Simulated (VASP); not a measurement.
Here is a VASP 6.6.1 calculation.

Contents of INCAR:

```
SYSTEM = Al
PREC     = Accurate       ! precision mode
ENCUT    = 520            ! plane-wave cutoff, eV
EDIFF    = 1E-6           ! SCF threshold, eV
ISMEAR   = 0              ! smearing method
SIGMA    = 0.1            ! smearing width, eV
LREAL    = .False.        ! projectors in reciprocal space
LASPH    = .True.         ! aspherical terms in the spheres
NELM     = 60             ! most SCF steps
ALGO     = Normal         ! electronic algorithm
ISIF     = 2              ! what is computed and relaxed
LWAVE    = .False.        ! write WAVECAR
LCHARG   = .False.        ! write CHGCAR
GGA      = PS             ! functional
NBANDS   = 10             ! bands
```

File KPOINTS:

```
Automatic mesh
0
Gamma
  18 18 10
  0 0 0
```

File POSCAR:

```
Al
1.0
    2.9059679619      0.0000000000      0.0000000000
   -1.4529839810      2.5166420776      0.0000000000
    0.0000000000      0.0000000000      4.7282673758
Al
2
Direct
    0.6666666667      0.3333333333      0.7500000000
    0.3333333333      0.6666666667      0.2500000000
```

Potentials or basis: VASP PAW PBE potentials, release 64 (Al).

Launch:

```sh
$ cat potpaw_PBE.64/Al/POTCAR > POTCAR
$ mpirun -np 1 vasp_std > vasp.out
```

Task: What does it give for the band gap on the k mesh?

Result: Zero (bands 3 and 4 overlap by 7.23 eV).

Task: Estimate the pressure.

Result: -4.0 GPa.

Caveat: the cell stands under tension; the PAW data sets were made with another functional, which shifts forces and pressure a little.
